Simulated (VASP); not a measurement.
# Sn in VASP: notebook

Runs on Sn. Level: PBE. Tasks: electric field gradients.

All numbers are computed with VASP 6.6.1; they aren't measurements. Logs are shortened: lines on timing, memory, paths and dates and some standing lists are left out, and cuts for length are marked.

## Step 1: The cell of the first run

Symmetry: I4_1/amd, No. 141, tetragonal system. The conventional cell has a = 4.682 Å, b = 4.682 Å, c = 6.491 Å, α = 90.00°, β = 90.00°, γ = 90.00°. Within 3.8 Å of Sn (site symmetry -4m2) lie 4 Sn at 2.85 Å.

## Step 2: Electric field gradients, PBE (x and y stretched by +2 %, z held)

INCAR

```
SYSTEM = Sn
ALGO     = Normal         ! electronic algorithm
EDIFF    = 1E-8           ! SCF threshold, eV
ENCUT    = 520            ! plane-wave cutoff, eV
GGA      = PE             ! functional
ISIF     = 2              ! what is computed and relaxed
ISMEAR   = -1             ! smearing method
LASPH    = .True.         ! aspherical terms in the spheres
LCHARG   = .False.        ! write CHGCAR
LEFG     = .True.       
LREAL    = .False.        ! projectors in reciprocal space
LWAVE    = .False.        ! write WAVECAR
NBANDS   = 21             ! bands
NELM     = 60             ! most SCF steps
PREC     = Accurate       ! precision mode
SIGMA    = 0.03           ! smearing width, eV
```

KPOINTS

```
k-points
0
Gamma
  9 9 9
  0 0 0
```

POSCAR

```
Sn
1.0
    0.0000000000      3.3105120000      3.2456000000
    3.3105120000      0.0000000000      3.2456000000
    3.3105120000      3.3105120000      0.0000000000
Sn
2
Direct
    0.5000000000      0.5000000000      0.5000000000
    0.7500000000      0.7500000000      0.7500000000
```

Potentials or basis: VASP PAW PBE potentials, release 64 (Sn_d).

Run with:

```sh
$ cat potpaw_PBE.64/Sn_d/POTCAR > POTCAR
$ mpirun -np 1 vasp_std > vasp.out
```

OUTCAR:

```text
SYSTEM = Sn
   EDIFF = 1E-8
   ENCUT = 520
   GGA = PE
   ISIF = 2
   ISMEAR = -1
   LASPH = .True.
   LREAL = .False.
   NELM = 60
   PREC = Accurate

 ion  position               nearest neighbor table
   1  0.500  0.500  0.500-   2 2.85   2 2.85   2 2.85   2 2.85
   2  0.750  0.750  0.750-   1 2.85   1 2.85   1 2.85   1 2.85

  LATTYP: Found a body centered tetragonal cell.
 ALAT       =     4.6817709688
 C/A-ratio  =     1.3864838847

  Lattice vectors:

 A1 = (   0.0000000000,  -3.3105120000,  -3.2456000000)
 A2 = (   0.0000000000,   3.3105120000,  -3.2456000000)
 A3 = (   3.3105120000,   0.0000000000,   3.2456000000)

Analysis of symmetry for initial positions (statically):
=====================================================================
 Subroutine PRICEL returns:
 Original cell was already a primitive cell.

 Routine SETGRP: Setting up the symmetry group for a
 body centered tetragonal supercell.

 Subroutine GETGRP returns: Found 16 space group operations
 (whereof  8 operations were pure point group operations)
 out of a pool of 16 trial point group operations.

The static configuration has the point symmetry D_2d.
 The point group associated with its full space group is D_4h.

Analysis of symmetry for dynamics (positions and initial velocities):
=====================================================================
 Subroutine PRICEL returns:
 Original cell was already a primitive cell.

 Routine SETGRP: Setting up the symmetry group for a
 body centered tetragonal supercell.

 Subroutine GETGRP returns: Found 16 space group operations
 (whereof  8 operations were pure point group operations)
 out of a pool of 16 trial point group operations.

The dynamic configuration has the point symmetry D_2d.
 The point group associated with its full space group is D_4h.

 Subroutine INISYM returns: Found 16 space group operations
 (whereof  8 operations are pure point group operations),
 and found     1 'primitive' translations

----------------------------------------------------------------------------------------

                                     Primitive cell

  volume of cell :      71.1402

  direct lattice vectors                    reciprocal lattice vectors
     0.000000000  3.310512000  3.245600000    -0.151034039  0.151034039  0.154054720
     3.310512000  0.000000000  3.245600000     0.151034039 -0.151034039  0.154054720
     3.310512000  3.310512000  0.000000000     0.151034039  0.151034039 -0.154054720

  length of vectors
     4.636098474  4.636098474  4.681770969     0.263354170  0.263354170  0.263354170

  position of ions in fractional coordinates (direct lattice)
     0.500000000  0.500000000  0.500000000
     0.750000000  0.750000000  0.750000000

  ion indices of the primitive-cell ions
   primitive index   ion index
                 1           1
                 2           2

----------------------------------------------------------------------------------------

 KPOINTS: k-points

Automatic generation of k-mesh.
 Grid dimensions read from file:
 generate k-points for:    9    9    9

 Generating k-lattice:

  Cartesian coordinates                     Fractional coordinates (reciprocal lattice)
    -0.016781560  0.016781560  0.017117191     0.111111111  0.000000000  0.000000000
     0.016781560 -0.016781560  0.017117191     0.000000000  0.111111111  0.000000000
     0.016781560  0.016781560 -0.017117191    -0.000000000 -0.000000000  0.111111111

  Length of vectors
     0.029261574  0.029261574  0.029261574

  Shift w.r.t. Gamma in fractional coordinates (k-lattice)
     0.000000000  0.000000000  0.000000000

 Subroutine IBZKPT returns following result:
 ===========================================

 Found     75 irreducible k-points:

 Following reciprocal coordinates:
            Coordinates               Weight
  0.000000  0.000000  0.000000      1.000000
  0.111111 -0.000000  0.000000      8.000000
  0.222222  0.000000  0.000000      8.000000
  0.333333 -0.000000  0.000000      8.000000
  0.444444  0.000000  0.000000      8.000000
  0.111111  0.111111  0.000000      2.000000
[... 16 lines left out ...]
 -0.333333  0.333333  0.000000      4.000000
  0.444444  0.444444  0.000000      2.000000
 [... further k-points ...]
   k-points           NKPTS =     75   k-points in BZ     NKDIM =     75   number of bands    NBANDS=     21
   number of dos      NEDOS =    301   number of ions     NIONS =      2
   total plane-waves  NPLWV =  46656
   dimension x,y,z NGX =    36 NGY =   36 NGZ =   36
   dimension x,y,z NGXF=    72 NGYF=   72 NGZF=   72
   ions per type =               2
   NGX,Y,Z   is equivalent  to a cutoff of  12.91, 12.91, 12.78 a.u.
   NGXF,Y,Z  is equivalent  to a cutoff of  25.82, 25.82, 25.57 a.u.
 SYSTEM =  Sn
   PREC   = accura    normal or accurate (medium, high low for compatibility)
   ISTART =      0    job   : 0-new  1-cont  2-samecut
   ICHARG =      2    charge: 1-file 2-atom 10-const
   ISPIN  =      1    spin polarized calculation?
   LNONCOLLINEAR =      F non collinear calculations
   LSORBIT =      F    spin-orbit coupling
   LASPH  =      T    aspherical Exc in radial PAW
   ENCUT  =  520.0 eV  38.22 Ry    6.18 a.u.   8.62  8.62  8.70*2*pi/ulx,y,z
   NELM   =     60;   NELMIN=  2; NELMDL= -5     # of ELM steps
   EDIFF  = 0.1E-07   stopping-criterion for ELM
   LREAL  =      F    real-space projection
   EDIFFG = 0.1E-06   stopping-criterion for IOM
   NSW    =      0    number of steps for IOM
   IBRION =     -1    ionic relax: 0-MD 1-quasi-New 2-CG
   NFREE  =      0    steps in history (QN), initial steepest desc. (CG)
   ISIF   =      2    stress and relaxation
   ISYM   =      2    0-nonsym 1-usesym 2-fastsym
   POTIM  = 0.5000    time-step for ionic-motion
   TEBEG  =    0.0;   TEEND  =   0.0 temperature during run
   PSTRESS=    0.0 pullay stress
   NELECT =      28.0000    total number of electrons
   NUPDOWN=      -1.0000    fix difference up-down
   EMIN   =  10.00;   EMAX   =-10.00  energy-range for DOS
   EFERMI =   0.00;   METHOD = LEGACY
   ISMEAR =    -1;   SIGMA  =   0.03  broadening in eV -4-tet -1-fermi 0-gaus
   EFERMI_NEDOS =   21; number of points for ismear=-14 and -15
   IALGO  =     38    algorithm
   IMIX   =      4    mixing-type and parameters
     AMIX     =   0.40;   BMIX     =  1.00
     AMIX_MAG =   1.60;   BMIX_MAG =  1.00
  volume/ion in A,a.u.               =      35.57       240.04
  Fermi-wavevector in a.u.,A,eV,Ry     =   1.199745  2.267190 19.584074  1.439389
  Thomas-Fermi vector in A             =   2.335600
   LORBIT       =      0    0 simple, 1 ext, 2 COOP (PROOUT), +10 PAW based schemes
   GGA     = PE    functional components
   LHFCALC =     F    Hartree Fock is set to
   AEXX    =    0.0000 exact exchange contribution
   IVDW    =     0    specifies the selected vdW correction
   LEPSILON=     F    determine dielectric tensor
   LRPA    =     F    only Hartree local field effects (RPA)
 non-spin polarized calculation
  energy-cutoff  :      520.00
  volume of cell :       71.14
 maximum number of plane-waves:      1932
   NGX = 17   NGY = 17   NGZ = 17

 number of electron      27.9999989 magnetization

 Free energy of the ion-electron system (eV)
  ---------------------------------------------------
  ext. energy  EPLUGINS =         0.00000000
  ---------------------------------------------------
  free energy    TOTEN  =        -7.67657007 eV

  energy without entropy =       -7.67546533  energy(sigma->0) =       -7.67601770

 E-fermi :   5.1648     XC(G=0):  -8.7001

 val. band max:        5.1556292229   @ k =   0.4444   0.0000   0.0000
 cond. band min:       5.2679698917   @ k =   0.0000   0.0000   0.0000
 fundamental gap:      0.1123406688
 Fermi energy:         5.1647760102

 k-point     1 :       0.0000    0.0000    0.0000
  band No.  band energies     occupation
      1     -16.3895      2.00000
      2     -16.3829      2.00000
      3     -16.3829      2.00000
      4     -16.3319      2.00000
      5     -16.3301      2.00000
      6     -16.0576      2.00000
[... 13 lines left out ...]
     20      12.9367      0.00000
     21      13.2275      0.00000

 k-point     2 :       0.1111   -0.0000    0.0000
  band No.  band energies     occupation
      1     -16.3957      2.00000
      2     -16.3909      2.00000
      3     -16.3821      2.00000
      4     -16.3206      2.00000
      5     -16.3192      2.00000
      6     -16.0746      2.00000
[... 13 lines left out ...]
     20      12.2512      0.00000
     21      12.4370      0.00000

 k-point     3 :       0.2222    0.0000    0.0000
  band No.  band energies     occupation
      1     -16.4081      2.00000
      2     -16.4028      2.00000
      3     -16.3755      2.00000
      4     -16.3005      2.00000
      5     -16.2998      2.00000
      6     -16.0939      2.00000
[... 13 lines left out ...]
     20      11.9744      0.00000
     21      12.0887      0.00000

 k-point     4 :       0.3333   -0.0000    0.0000
  band No.  band energies     occupation
      1     -16.4168      2.00000
      2     -16.4106      2.00000
      3     -16.3672      2.00000
      4     -16.2848      2.00000
      5     -16.2847      2.00000
      6     -16.1071      2.00000
[... 13 lines left out ...]
     20      12.4910      0.00000
     21      12.5005      0.00000

 k-point     5 :       0.4444    0.0000    0.0000
  band No.  band energies     occupation
      1     -16.4208      2.00000
      2     -16.4138      2.00000
      3     -16.3615      2.00000
      4     -16.2776      2.00000
      5     -16.2774      2.00000
      6     -16.1129      2.00000
[... 13 lines left out ...]
     20      13.5128      0.00000
     21      13.6068      0.00000
[... 382 lines left out ...]
     20      14.5115      0.00000
     21      14.8107      0.00000

 k-point    22 :      -0.4444    0.3333    0.0000
  band No.  band energies     occupation
      1     -16.4464      2.00000
      2     -16.4264      2.00000
      3     -16.3099      2.00000
      4     -16.2301      2.00000
      5     -16.2152      2.00000
      6     -16.1889      2.00000
[... 13 lines left out ...]
     20      13.6593      0.00000
     21      15.4181      0.00000

 k-point    23 :      -0.3333    0.3333    0.0000
  band No.  band energies     occupation
      1     -16.4523      2.00000
      2     -16.4274      2.00000
      3     -16.3042      2.00000
      4     -16.2275      2.00000
      5     -16.2126      2.00000
      6     -16.1870      2.00000
[... 13 lines left out ...]
     20      12.4945      0.00000
     21      15.8840      0.00000

 k-point    24 :       0.4444    0.4444    0.0000
  band No.  band energies     occupation
      1     -16.4258      2.00000
      2     -16.4258      2.00000
      3     -16.3285      2.00000
      4     -16.2747      2.00000
      5     -16.2116      2.00000
      6     -16.1618      2.00000
[... 13 lines left out ...]
     20      14.9146      0.00000
     21      15.1904      0.00000

 [... further k-points ...]

------------------------ aborting loop because EDIFF is reached ----------------------------------------

  FORCE on cell =-STRESS in cart. coord.  units (eV):
  Direction    XX          YY          ZZ          XY          YZ          ZX
  --------------------------------------------------------------------------------------
  -------------------------------------------------------------------------------------
  Total        0.5074443      0.5074443      0.7464072      0.0000000      0.0000000      0.0000000
  in kB       11.4283534     11.4283534     16.8101307      0.0000000      0.0000000      0.0000000
  external PRESSURE =      13.2222792 kB  Pullay stress =       0.0000000 kB

 VOLUME and BASIS-vectors are now :
 -----------------------------------------------------------------------------
  energy-cutoff  :      520.00
  volume of cell :       71.14
      direct lattice vectors                 reciprocal lattice vectors
     0.000000000  3.310512000  3.245600000    -0.151034039  0.151034039  0.154054720
     3.310512000  0.000000000  3.245600000     0.151034039 -0.151034039  0.154054720
     3.310512000  3.310512000  0.000000000     0.151034039  0.151034039 -0.154054720

 POSITION                                       TOTAL-FORCE (eV/Angst)
 -----------------------------------------------------------------------------------
      3.31051      3.31051      3.24560         0.000000      0.000000      0.000000
      4.96577      4.96577      4.86840        -0.000000     -0.000000      0.000000
 -----------------------------------------------------------------------------------
    total drift:                                0.000000      0.000000      0.000000

  FREE ENERGIE OF THE ION-ELECTRON SYSTEM (eV)
  ---------------------------------------------------
  free  energy   TOTEN  =        -7.6765700737 eV

  energy  without entropy=       -7.6754653251  energy(sigma->0) =       -7.67601770

 Electric field gradients (V/A^2)
---------------------------------------------------------------------
 ion       V_xx      V_yy      V_zz      V_xy      V_xz      V_yz
---------------------------------------------------------------------
   1      -1.628    -1.628     3.255     0.001     0.002     0.002
   2      -1.628    -1.628     3.255     0.001     0.002     0.002
---------------------------------------------------------------------

 Electric field gradients after diagonalization (V/A^2)
 (convention: |V_zz| > |V_xx| > |V_yy|)
----------------------------------------------------------------------
 ion       V_xx      V_yy      V_zz     asymmetry (V_yy - V_xx)/ V_zz
----------------------------------------------------------------------
   1      -1.629    -1.627     3.255       0.001
   2      -1.629    -1.627     3.255       0.001
----------------------------------------------------------------------

           NMR quadrupolar parameters

 Cq : quadrupolar parameter    Cq=e*Q*V_zz/h
 eta: asymmetry parameters     (V_yy - V_xx)/ V_zz
 Q  : nuclear electric quadrupole moment in mb (millibarn)
----------------------------------------------------------------------
 ion       Cq(MHz)       eta       Q (mb)
----------------------------------------------------------------------
   1       0.008       0.001       1.000
   2       0.008       0.001       1.000
----------------------------------------------------------------------
```

Wall time 49 s (1 thread of Intel Xeon 6975P-C (Granite Rapids), shared host); peak memory 0.25 GiB.

What came out:

| Property | Result |
| --- | --- |
| Free energy | -7.6766 eV |
| Pressure | 1.3 GPa |
| Band gap on the k mesh | zero (bands 14 and 15 overlap by 0.11 eV) |
| Largest electric field gradient by atom | Sn +3.3 V/Å² |

Electric field gradients, principal values (V/Å²):
```tsv
atom	least	middle	greatest (by size)
1 Sn	-1.627	-1.629	3.255
2 Sn	-1.627	-1.629	3.255
```

Caveat: the cell differs from its parent crystal (x and y stretched by +2 %, z held); without QUAD_EFG the Cq values of the log hold for a quadrupole moment of 1 mb, not for the nuclei; spin-orbit coupling is left out, which moves the levels of the heavy elements.

## Step 3: Electric field gradients, PBE (atom 1 (Sn) moved by [0.0, 0.0, 0.12] A)

INCAR

```
SYSTEM = Sn
PREC = Accurate ; ENCUT = 520
EDIFF = 1E-8 ; ISMEAR = -1
SIGMA = 0.03 ; LREAL = .False.
LASPH = .True. ; NELM = 80
ALGO = Normal ; ISIF = 2
LWAVE = .False. ; LCHARG = .False.
GGA = PE ; LEFG = .True.
NBANDS = 21
```

KPOINTS

```
Automatic mesh
0
Gamma
  9 9 9
  0 0 0
```

POSCAR

```
Sn
1.0
    0.0000000000      3.2456000000      3.2456000000
    3.2456000000      0.0000000000      3.2456000000
    3.2456000000      3.2456000000      0.0000000000
Sn
2
Direct
    0.5184865664      0.5184865664      0.4815134336
    0.7500000000      0.7500000000      0.7500000000
```

Potentials or basis: VASP PAW PBE potentials, release 64 (Sn_d).

Run with:

```sh
$ cat potpaw_PBE.64/Sn_d/POTCAR > POTCAR
$ mpirun -np 1 vasp_std > vasp.out
```

OUTCAR:

```text
SYSTEM = Sn
   PREC = Accurate
   ENCUT = 520
   EDIFF = 1E-8
   ISMEAR = -1
   LREAL = .False.
   LASPH = .True.
   NELM = 80
   ISIF = 2
   GGA = PE

 ion  position               nearest neighbor table
   1  0.518  0.518  0.482-   2 2.74   2 2.74   2 2.88   2 2.88
   2  0.750  0.750  0.750-   1 2.74   1 2.74   1 2.88   1 2.88

  LATTYP: Found a face centered cubic cell.
 ALAT       =     6.4912000000

  Lattice vectors:

 A1 = (   0.0000000000,   3.2456000000,   3.2456000000)
 A2 = (   3.2456000000,   0.0000000000,   3.2456000000)
[... 790 lines left out ...]
  ---------------------------------------------------
  free  energy   TOTEN  =        -7.5835531076 eV

  energy  without entropy=       -7.5830870384  energy(sigma->0) =       -7.58332007

 Electric field gradients (V/A^2)
---------------------------------------------------------------------
 ion       V_xx      V_yy      V_zz      V_xy      V_xz      V_yz
---------------------------------------------------------------------
   1      -0.445    -0.445     0.890   -34.321     0.002     0.002
   2      -0.445    -0.445     0.889   -34.322     0.000     0.000
---------------------------------------------------------------------

 Electric field gradients after diagonalization (V/A^2)
 (convention: |V_zz| > |V_xx| > |V_yy|)
----------------------------------------------------------------------
 ion       V_xx      V_yy      V_zz     asymmetry (V_yy - V_xx)/ V_zz
----------------------------------------------------------------------
   1      33.876     0.890   -34.765       0.949
   2      33.877     0.889   -34.767       0.949
----------------------------------------------------------------------

           NMR quadrupolar parameters

 Cq : quadrupolar parameter    Cq=e*Q*V_zz/h
 eta: asymmetry parameters     (V_yy - V_xx)/ V_zz
 Q  : nuclear electric quadrupole moment in mb (millibarn)
----------------------------------------------------------------------
 ion       Cq(MHz)       eta       Q (mb)
----------------------------------------------------------------------
   1      -0.084       0.949       1.000
   2      -0.084       0.949       1.000
----------------------------------------------------------------------
```

stdout:

```text
POSCAR found type information on POSCAR Sn
 POSCAR found :  1 types and       2 ions
 scaLAPACK will be used
 LDA part: xc-table for (Slater+PW92), standard interpolation
 POSCAR, INCAR and KPOINTS ok, starting setup
 FFT: planning ... GRIDC
 FFT: planning ... GRID_SOFT
 FFT: planning ... GRID
 WAVECAR not read
 entering main loop
ion   1

ion   2
```

It took 89 s on 1 thread of Intel Xeon 6975P-C (Granite Rapids), shared host; peak memory 0.29 GiB.

Results:

* Free energy: -7.5836 eV
* Pressure: 3.5 GPa
* Largest force: 0.933 eV/Å
* Band gap on the k mesh: zero (bands 14 and 15 overlap by 0.30 eV)
* Largest electric field gradient by atom: Sn -34.8 V/Å²

Forces in eV/Å, atoms in the order of the input:
```
Sn   0.000  0.000 -0.933
Sn   0.000  0.000  0.933
```

Stress tensor (GPa, compression positive):
```
3.54 2.84 0.00
2.84 3.54 0.00
0.00 0.00 3.26
```

Levels at points of the mesh, in eV from the Fermi level:
| k point | band 11 | band 12 | band 13 | band 14 | band 15 | band 16 | band 17 | band 18 |
| --- | --- | --- | --- | --- | --- | --- | --- | --- |
| (0.00, 0.00, 0.00) | -10.66 | -0.70 | -0.35 | 0.06 | 0.42 | 1.78 | 2.08 | 2.44 |

Electric field gradients, principal values (V/Å²):
| atom | least | middle | greatest (by size) |
| --- | --- | --- | --- |
| 1 Sn | 0.890 | 33.876 | -34.765 |
| 2 Sn | 0.889 | 33.877 | -34.767 |

Caveat: the cell differs from its parent crystal (atom 1 (Sn) moved by [0.0, 0.0, 0.12] A); the cell stands under pressure; without QUAD_EFG the Cq values of the log hold for a quadrupole moment of 1 mb, not for the nuclei; spin-orbit coupling is left out, which moves the levels of the heavy elements.
